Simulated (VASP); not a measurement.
Here is a VASP 6.6.1 calculation.

The input INCAR:

```
  ALGO = Normal
  EDIFF = 1E-6
  ENCUT = 500
  GGA = PE
  GGA_COMPAT = F
  ISIF = 2
  ISMEAR = 0
  LASPH = T
  LCHARG = T
  LELF = T
  LREAL = F
  LVHAR = T
  LWAVE = F
  NBANDS = 37
  NELM = 120
  PREC = Accurate
  SIGMA = 0.2
```

File KPOINTS:

```
k-points
0
Gamma
  4 4 4
```

The input POSCAR:

```
Ta4Ge
1.0
   -2.9619600924      2.9619600924      2.9619600924
    2.9619600924     -2.9619600924      2.9619600924
    2.9619600924      2.9619600924     -2.9619600924
Ta Ge
4 1
Direct
    0.5000000000      0.5000000000      0.5000000000
    0.5000000000      0.0000000000      0.0000000000
    0.0000000000      0.0000000000      0.5000000000
    0.0000000000      0.5000000000      0.0000000000
    0.0000000000      0.0000000000      0.0000000000
```

Potentials or basis: VASP PAW PBE potentials, release 64 (Ta_pv, Ge_d).

Run with:

```sh
$ cat potpaw_PBE.64/Ta_pv/POTCAR potpaw_PBE.64/Ge_d/POTCAR > POTCAR
$ mpirun -np 1 vasp_std > vasp.out
```

**Question.** Estimate the pressure.

**Answer.** 0.7 GPa.

**Question.** What does it give for the band gap on the k mesh?

**Answer.** Zero (band 29 reaches 4.88 eV, above the bottom of band 30 at 4.64 eV).

Caveat: the k points lie up to 0.37 Å⁻¹ apart; spin-orbit coupling is left out, which moves the levels of the heavy elements.
